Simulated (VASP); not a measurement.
A run of VASP 6.6.1 is set up as follows.

INCAR

```
SYSTEM = Ca
ALGO = Normal
EDIFF = 1E-6
ENCUT = 400
GGA = PE
GGA_COMPAT = .FALSE.
ISIF = 2
ISMEAR = 0
LASPH = .TRUE.
LCHARG = .FALSE.
LREAL = .FALSE.
LWAVE = .FALSE.
NBANDS = 11
NELM = 120
PREC = Accurate
SIGMA = 0.1
```

File KPOINTS:

```
k-points
0
G
  6 6 6
  0 0 0
```

The input POSCAR:

```
Ca
1.0
    0.0000000000      4.1900565000      4.1900565000
    4.1900565000      0.0000000000      4.1900565000
    4.1900565000      4.1900565000      0.0000000000
Ca
1
Direct
    0.0000000000      0.0000000000      0.0000000000
```

Potentials or basis: VASP PAW PBE potentials, release 64 (Ca_sv).

The run is started by

```console
$ cat potpaw_PBE.64/Ca_sv/POTCAR > POTCAR
$ mpirun -np 1 vasp_std > vasp.out
```

(1) Predict the pressure.

(2) What does it give for the band gap on the k mesh?

Results:

(1) -1.1 GPa.

(2) 0.32 eV, indirect (least direct gap 0.67 eV).
